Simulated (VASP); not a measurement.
Crystal: NaH.

```
CELL_PARAMETERS angstrom
0.00000 2.66574 2.66574
2.66574 0.00000 2.66574
2.66574 2.66574 0.00000
ATOMIC_POSITIONS crystal
Na 0.00000 0.00000 0.00000
H 0.25000 0.25000 0.25000
```

This cell differs from its parent crystal: strain +2.6%.

Base run:

| Item | Value |
| --- | --- |
| Program | VASP 6.6.1 |
| Functional | HSE06 |
| Potentials or basis | VASP PAW PBE potentials, release 64 (Na_pv, H) |
| Cutoff | 520 eV |
| k mesh | 6 × 6 × 6 |
| Occupations | gaussian, width 0.01 eV |
| Spin | no spin polarisation |

Its results: band gap on the k mesh 4.55 eV (least direct gap 5.24 eV); pressure -1.2 GPa.

Problem. The run is repeated on the same cell with these changes: functional from HSE06 to r2SCAN; k mesh from 6 × 6 × 6 to 8 × 8 × 8. What comes out?

Solution. Band gap on the k mesh 3.98 eV (least direct gap 4.62 eV); pressure -1.3 GPa.

Several settings changed at once.

Caveats: the structure was generated, so it needn't be the stable form of NaH; the PAW data sets were made with another functional, which shifts forces and pressure a little.

A k mesh can miss the band edges.
